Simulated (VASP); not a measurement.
Write the native input for VASP 6.6.1 that does the following.

- Task: relaxation of cell and atoms
- Functional: PBEsol
- Potentials or basis: VASP PAW PBE potentials, release 64 (Sr_sv, Pd, Se)
- Cutoff: 600 eV
- k mesh: 4 × 4 × 4
- Occupations: fermi-dirac, width 0.03 eV
- Spin: no spin polarisation
- Dipole correction: no
- Further INCAR settings: ALGO = Normal; EDIFF = 1e-07; IBRION = 2; EDIFFG = -0.01; NSW = 100; ISIF = 3

The structure of SrPd3Se4 lies in POSCAR:

```
SrPd3Se4
1.0
    5.9579107300      0.0000000000      0.0000000000
    0.0000000000      5.9579107300      0.0000000000
    0.0000000000      0.0000000000      5.9579107300
Sr Pd Se
1 3 4
Direct
    0.0000000000      0.0000000000      0.0000000000
    0.0000000000      0.5000000000      0.0000000000
    0.0000000000      0.0000000000      0.5000000000
    0.5000000000      0.0000000000      0.0000000000
    0.7629189000      0.2370811000      0.7629189000
    0.2370811000      0.7629189000      0.7629189000
    0.7629189000      0.7629189000      0.2370811000
    0.2370811000      0.2370811000      0.2370811000
```

The input as run:

INCAR

```
ALGO = Normal
EDIFF = 1E-7
EDIFFG = -0.01
ENCUT = 600
GGA = PS
IBRION = 2
ISIF = 3
ISMEAR = -1
LASPH = T
LCHARG = F
LREAL = F
LWAVE = F
NELM = 100
NSW = 100
PREC = Accurate
SIGMA = 0.03
```

KPOINTS

```
k-points
0
Gamma
  4 4 4
```

Potentials or basis: VASP PAW PBE potentials, release 64 (Sr_sv, Pd, Se).

Run with:

```bash
$ cat potpaw_PBE.64/Sr_sv/POTCAR potpaw_PBE.64/Pd/POTCAR potpaw_PBE.64/Se/POTCAR > POTCAR
$ mpirun -np 1 vasp_std > vasp.out
```

It gave:

* Relaxed volume: 21.41 Å³/atom
* Relaxed cell: a = 5.554 Å, b = 5.554 Å, c = 5.554 Å, α = 90.00°, β = 90.00°, γ = 90.00°
* Space group after relaxing (to 0.05 Å): P-43m (No. 215)
* Energy gained by relaxing: 476.8 meV/atom
* Ionic steps: 21
* Pressure after relaxing: -0.1 GPa
* Band gap on the k mesh: zero (band 32 reaches 5.16 eV, above the bottom of band 33 at 4.74 eV)

Caveat: the volume moved by over 15 % at a fixed basis, so the end points are rough; the PAW data sets were made with another functional, which shifts forces and pressure a little.

Run time: 31 min on 1 thread of Intel(R) Xeon(R) Platinum 8375C CPU @ 2.90GHz (Ice Lake), on a shared host, peak memory 0.4 GiB.
